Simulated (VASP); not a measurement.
# HfC (Fm-3m) in VASP: further runs

HfC is run at these levels: PBE0, HSE06; tasks: single point.

All numbers are computed with VASP 6.6.1; they aren't measurements. Logs are shortened: lines on timing, memory, paths and dates and some standing lists are left out, and cuts for length are marked.

## 1. The cell of the first run

Symmetry: Fm-3m, No. 225, cubic system. The conventional cell has a = 4.650 Å, b = 4.650 Å, c = 4.650 Å, α = 90.00°, β = 90.00°, γ = 90.00°. Within 3.1 Å of Hf (site symmetry m-3m) lie 6 C at 2.33 Å. Within 3.1 Å of C (site symmetry m-3m) lie 6 Hf at 2.33 Å.

## 2. Single point, PBE0

The input, POSCAR:

```
HfC
1.0
    0.0000000000      2.3250000000      2.3250000000
    2.3250000000      0.0000000000      2.3250000000
    2.3250000000      2.3250000000      0.0000000000
Hf C
1 1
Direct
    0.5000000000      0.5000000000      0.5000000000
    0.0000000000      0.0000000000      0.0000000000
```

The input, INCAR.step1:

```
SYSTEM = HfC
PREC     = Accurate       ! precision mode
ENCUT    = 520            ! plane-wave cutoff, eV
EDIFF    = 1E-5           ! SCF threshold, eV
ISMEAR   = -1             ! smearing method
SIGMA    = 0.05           ! smearing width, eV
LREAL    = .FALSE.        ! projectors in reciprocal space
LASPH    = .TRUE.         ! aspherical terms in the spheres
NELM     = 80             ! most SCF steps
ALGO     = Normal         ! electronic algorithm
ISIF     = 2              ! what is computed and relaxed
LWAVE    = .TRUE.         ! write WAVECAR
LCHARG   = .FALSE.        ! write CHGCAR
NBANDS   = 14             ! bands
GGA      = PE             ! functional
KPAR     = 2
```

The input, INCAR.step2:

```
SYSTEM = HfC
PREC     = Accurate       ! precision mode
ENCUT    = 520            ! plane-wave cutoff, eV
EDIFF    = 1E-6           ! SCF threshold, eV
ISMEAR   = -1             ! smearing method
SIGMA    = 0.05           ! smearing width, eV
LREAL    = .FALSE.        ! projectors in reciprocal space
LASPH    = .TRUE.         ! aspherical terms in the spheres
NELM     = 80             ! most SCF steps
ALGO     = Normal         ! electronic algorithm
ISIF     = 2              ! what is computed and relaxed
LWAVE    = .FALSE.        ! write WAVECAR
LCHARG   = .FALSE.        ! write CHGCAR
GGA      = PE             ! functional
LHFCALC  = .TRUE.         ! exact exchange
AEXX     = 0.25           ! exact-exchange fraction
PRECFOCK = Normal       
NBANDS   = 14             ! bands
ISTART   = 1            
KPAR     = 2
```

The input, KPOINTS:

```
regular mesh
0
G
  8 8 8
  0 0 0
```

Potentials or basis: VASP PAW PBE potentials, release 64 (Hf_pv, C).

Run with:

```sh
$ cat potpaw_PBE.64/Hf_pv/POTCAR potpaw_PBE.64/C/POTCAR > POTCAR
$ cp INCAR.step1 INCAR
$ mpirun -np 2 vasp_std > vasp.out
$ cp INCAR.step2 INCAR
$ mpirun -np 2 vasp_std > vasp.out
```

OUTCAR:

```text
SYSTEM = HfC
   PREC = Accurate
   ENCUT = 520
   EDIFF = 1E-6
   ISMEAR = -1
   LREAL = .FALSE.
   LASPH = .TRUE.
   NELM = 80
   ISIF = 2
   GGA = PE
   LHFCALC = .TRUE.
   AEXX = 0.25
   PRECFOCK = Normal
   ISTART = 1

 ion  position               nearest neighbor table
   1  0.500  0.500  0.500-   2 2.33   2 2.33   2 2.33   2 2.33   2 2.33   2 2.33
   2  0.000  0.000  0.000-   1 2.33   1 2.33   1 2.33   1 2.33   1 2.33   1 2.33

  LATTYP: Found a face centered cubic cell.
 ALAT       =     4.6500000000

  Lattice vectors:

 A1 = (   0.0000000000,   2.3250000000,   2.3250000000)
 A2 = (   2.3250000000,   0.0000000000,   2.3250000000)
 A3 = (   2.3250000000,   2.3250000000,   0.0000000000)

Analysis of symmetry for initial positions (statically):
=====================================================================
 Subroutine PRICEL returns:
 Original cell was already a primitive cell.

 Routine SETGRP: Setting up the symmetry group for a
 face centered cubic supercell.

 Subroutine GETGRP returns: Found 48 space group operations
 (whereof 48 operations were pure point group operations)
 out of a pool of 48 trial point group operations.

The static configuration has the point symmetry O_h .

Analysis of symmetry for dynamics (positions and initial velocities):
=====================================================================
 Subroutine PRICEL returns:
 Original cell was already a primitive cell.

 Routine SETGRP: Setting up the symmetry group for a
 face centered cubic supercell.

 Subroutine GETGRP returns: Found 48 space group operations
 (whereof 48 operations were pure point group operations)
 out of a pool of 48 trial point group operations.

The dynamic configuration has the point symmetry O_h .

 Subroutine INISYM returns: Found 48 space group operations
 (whereof 48 operations are pure point group operations),
 and found     1 'primitive' translations

----------------------------------------------------------------------------------------

                                     Primitive cell

  volume of cell :      25.1362

  direct lattice vectors                    reciprocal lattice vectors
     0.000000000  2.325000000  2.325000000    -0.215053763  0.215053763  0.215053763
     2.325000000  0.000000000  2.325000000     0.215053763 -0.215053763  0.215053763
     2.325000000  2.325000000  0.000000000     0.215053763  0.215053763 -0.215053763

  length of vectors
     3.288046533  3.288046533  3.288046533     0.372484045  0.372484045  0.372484045

  position of ions in fractional coordinates (direct lattice)
     0.500000000  0.500000000  0.500000000
     0.000000000  0.000000000  0.000000000

  ion indices of the primitive-cell ions
   primitive index   ion index
                 1           1
                 2           2

----------------------------------------------------------------------------------------

 KPOINTS: regular mesh

Automatic generation of k-mesh.
 Grid dimensions read from file:
 generate k-points for:    8    8    8

 Generating k-lattice:

  Cartesian coordinates                     Fractional coordinates (reciprocal lattice)
    -0.026881720  0.026881720  0.026881720     0.125000000  0.000000000  0.000000000
     0.026881720 -0.026881720  0.026881720     0.000000000  0.125000000  0.000000000
     0.026881720  0.026881720 -0.026881720     0.000000000  0.000000000  0.125000000

  Length of vectors
     0.046560506  0.046560506  0.046560506

  Shift w.r.t. Gamma in fractional coordinates (k-lattice)
     0.000000000  0.000000000  0.000000000

 Subroutine IBZKPT returns following result:
 ===========================================

 Found     29 irreducible k-points:

 Following reciprocal coordinates:
            Coordinates               Weight
  0.000000  0.000000  0.000000      1.000000
  0.125000  0.000000  0.000000      8.000000
  0.250000  0.000000  0.000000      8.000000
  0.375000  0.000000  0.000000      8.000000
  0.500000  0.000000  0.000000      4.000000
  0.125000  0.125000  0.000000      6.000000
[... 16 lines left out ...]
  0.500000  0.250000  0.125000     48.000000
 -0.375000  0.250000  0.125000     24.000000
 [... further k-points ...]
   k-points           NKPTS =     29   k-points in BZ     NKDIM =    512   number of bands    NBANDS=     14
   number of dos      NEDOS =    301   number of ions     NIONS =      2
   total plane-waves  NPLWV =  13824
   dimension x,y,z NGX =    24 NGY =   24 NGZ =   24
   dimension x,y,z NGXF=    48 NGYF=   48 NGZF=   48
   ions per type =               1   1
   NGX,Y,Z   is equivalent  to a cutoff of  12.13, 12.13, 12.13 a.u.
   NGXF,Y,Z  is equivalent  to a cutoff of  24.27, 24.27, 24.27 a.u.
 SYSTEM =  HfC
   PREC   = accura    normal or accurate (medium, high low for compatibility)
   ISTART =      1    job   : 0-new  1-cont  2-samecut
   ICHARG =      0    charge: 1-file 2-atom 10-const
   ISPIN  =      1    spin polarized calculation?
   LNONCOLLINEAR =      F non collinear calculations
   LSORBIT =      F    spin-orbit coupling
   LASPH  =      T    aspherical Exc in radial PAW
   ENCUT  =  520.0 eV  38.22 Ry    6.18 a.u.   6.11  6.11  6.11*2*pi/ulx,y,z
   NELM   =     80;   NELMIN=  2; NELMDL=  0     # of ELM steps
   EDIFF  = 0.1E-05   stopping-criterion for ELM
   LREAL  =      F    real-space projection
   EDIFFG = 0.1E-04   stopping-criterion for IOM
   NSW    =      0    number of steps for IOM
   IBRION =     -1    ionic relax: 0-MD 1-quasi-New 2-CG
   NFREE  =      0    steps in history (QN), initial steepest desc. (CG)
   ISIF   =      2    stress and relaxation
   ISYM   =      3    0-nonsym 1-usesym 2-fastsym
   POTIM  = 0.5000    time-step for ionic-motion
   TEBEG  =    0.0;   TEEND  =   0.0 temperature during run
   PSTRESS=    0.0 pullay stress
   NELECT =      14.0000    total number of electrons
   NUPDOWN=      -1.0000    fix difference up-down
   EMIN   =  10.00;   EMAX   =-10.00  energy-range for DOS
   EFERMI =   0.00;   METHOD = LEGACY
   ISMEAR =    -1;   SIGMA  =   0.05  broadening in eV -4-tet -1-fermi 0-gaus
   EFERMI_NEDOS =   21; number of points for ismear=-14 and -15
   IALGO  =     38    algorithm
   IMIX   =      1    mixing-type and parameters
     AMIX     =   0.40;   BMIX     =  1.00
     AMIX_MAG =   1.60;   BMIX_MAG =  1.00
  volume/ion in A,a.u.               =      12.57        84.81
  Fermi-wavevector in a.u.,A,eV,Ry     =   1.346949  2.545365 24.684672  1.814272
  Thomas-Fermi vector in A             =   2.474740
   LORBIT       =      0    0 simple, 1 ext, 2 COOP (PROOUT), +10 PAW based schemes
   GGA     = PE    functional components
   LHFCALC =     T    Hartree Fock is set to
   PRECFOCK=normal    Normal, Fast or Accurate (Low or Medium for compatibility)
   ENCUT4O =  -1.0   cutoff for four orbital integrals eV
   NKREDX  =     1    reduce k-point grid by
   NKREDY  =     1    reduce k-point grid by
   NKREDZ  =     1    reduce k-point grid by
   AEXX    =    0.2500 exact exchange contribution
   HFSCREEN=    0.0000 screening length (either q_TF or 0.3 A-1)
   HFSCREENC=   0.0000 screening length for correlation (either q_TF or 0.3 A-1)
   ENCUTFOCK=  -1.0 apply spherical cutoff to Coloumb kernel
   IVDW    =     0    specifies the selected vdW correction
   LEPSILON=     F    determine dielectric tensor
   LRPA    =     F    only Hartree local field effects (RPA)
 non-spin polarized calculation
  energy-cutoff  :      520.00
  volume of cell :       25.14
 maximum number of plane-waves:       700
  NGX = 20; NGY = 20; NGZ = 20

 number of electron      14.0000000 magnetization

 Free energy of the ion-electron system (eV)
  ---------------------------------------------------
  ext. energy  EPLUGINS =         0.00000000
  ---------------------------------------------------
  free energy    TOTEN  =       -25.54267288 eV

  energy without entropy =      -25.54253368  energy(sigma->0) =      -25.54260328

 E-fermi :   5.5693     XC(G=0):  -9.6595

 val. band max:        5.3354439564   @ k =   0.2500   0.2500   0.0000
 cond. band min:       5.8353478179   @ k =   0.1250   0.1250   0.0000
 fundamental gap:      0.4999038615
 Fermi energy:         5.5692954228

 k-point     1 :       0.0000    0.0000    0.0000
  band No.  band energies     occupation
      1     -26.4354      2.00000
      2     -26.4354      2.00000
      3     -26.4354      2.00000
      4      -8.6755      2.00000
      5       6.9869      0.00000
      6       6.9869      0.00000
      7       6.9869      0.00000
      8       8.0265      0.00000
      9       8.0265      0.00000
     10       8.0265      0.00000
     11       9.9840      0.00000
     12       9.9840      0.00000
     13      13.9257      0.00000
     14      17.9325      0.00000

 k-point     2 :       0.1250    0.0000    0.0000
  band No.  band energies     occupation
      1     -26.5551      2.00000
      2     -26.4459      2.00000
      3     -26.4459      2.00000
      4      -8.2493      2.00000
      5       4.5536      2.00000
      6       5.0781      1.99989
      7       5.0781      1.99989
      8       8.6351      0.00000
      9       8.6351      0.00000
     10       8.9670      0.00000
     11      11.7480      0.00000
     12      11.7480      0.00000
     13      14.8272      0.00000
     14      19.0671      0.00000

 k-point     3 :       0.2500    0.0000    0.0000
  band No.  band energies     occupation
      1     -26.8333      2.00000
      2     -26.4710      2.00000
      3     -26.4710      2.00000
      4      -7.1027      2.00000
      5       1.8455      2.00000
      6       3.3077      2.00000
      7       3.3077      2.00000
      8       9.7356      0.00000
      9       9.8739      0.00000
     10       9.8739      0.00000
     11      14.6332      0.00000
     12      14.6332      0.00000
     13      16.3101      0.00000
     14      21.1505      0.00000
[... 324 lines left out ...]
 k-point    23 :       0.5000    0.2500    0.1250
  band No.  band energies     occupation
      1     -27.0278      2.00000
      2     -26.6897      2.00000
      3     -26.5513      2.00000
      4      -5.6292      2.00000
      5      -0.0314      2.00000
      6       2.2629      2.00000
      7       2.6786      2.00000
      8       9.3498      0.00000
      9      12.4770      0.00000
     10      12.8334      0.00000
     11      14.3954      0.00000
     12      16.4060      0.00000
     13      19.1320      0.00000
     14      20.5055      0.00000

 k-point    24 :      -0.3750    0.2500    0.1250
  band No.  band energies     occupation
      1     -27.0888      2.00000
      2     -26.7095      2.00000
      3     -26.5739      2.00000
      4      -5.2126      2.00000
      5      -0.4204      2.00000
      6       2.0340      2.00000
      7       2.3918      2.00000
      8      10.7866      0.00000
      9      11.1665      0.00000
     10      13.1786      0.00000
     11      16.0044      0.00000
     12      16.7455      0.00000
     13      18.2271      0.00000
     14      20.9106      0.00000

 [... further k-points ...]
[... 5 lines left out ...]
  --------------------------------------------------------------------------------------
  -------------------------------------------------------------------------------------
  Total       -0.6702827     -0.6702827     -0.6702827      0.0000000      0.0000000      0.0000000
  in kB      -42.7237832    -42.7237832    -42.7237832      0.0000000      0.0000000      0.0000000
  external PRESSURE =     -42.7237832 kB  Pullay stress =       0.0000000 kB

 VOLUME and BASIS-vectors are now :
 -----------------------------------------------------------------------------
  energy-cutoff  :      520.00
  volume of cell :       25.14
      direct lattice vectors                 reciprocal lattice vectors
     0.000000000  2.325000000  2.325000000    -0.215053763  0.215053763  0.215053763
     2.325000000  0.000000000  2.325000000     0.215053763 -0.215053763  0.215053763
     2.325000000  2.325000000  0.000000000     0.215053763  0.215053763 -0.215053763

 POSITION                                       TOTAL-FORCE (eV/Angst)
 -----------------------------------------------------------------------------------
      2.32500      2.32500      2.32500         0.000000      0.000000      0.000000
      0.00000      0.00000      0.00000         0.000000      0.000000      0.000000
 -----------------------------------------------------------------------------------
    total drift:                               -0.000000     -0.000000     -0.000000

  FREE ENERGIE OF THE ION-ELECTRON SYSTEM (eV)
  ---------------------------------------------------
  free  energy   TOTEN  =       -25.5426728825 eV

  energy  without entropy=      -25.5425336825  energy(sigma->0) =      -25.54260328
```

Run time: 57 min. Hardware: 2 MPI ranks of Intel Xeon Platinum 8259CL at 2.50GHz (Skylake/Cascade Lake), shared host; peak memory 0.17 GiB.

What came out:

| Quantity | Value |
| --- | --- |
| Free energy | -25.5427 eV |
| Pressure | -4.3 GPa |
| Band gap on the k mesh | zero (bands 7 and 8 overlap by 2.01 eV) |

Caveat: the cell stands under tension; the PAW data sets were made with another functional, which shifts forces and pressure a little; spin-orbit coupling is left out, which moves the levels of the heavy elements.

(Part 1 of 2 ends here.)

The gap in the log of VASP goes by the Fermi energy; the results here count the filled bands.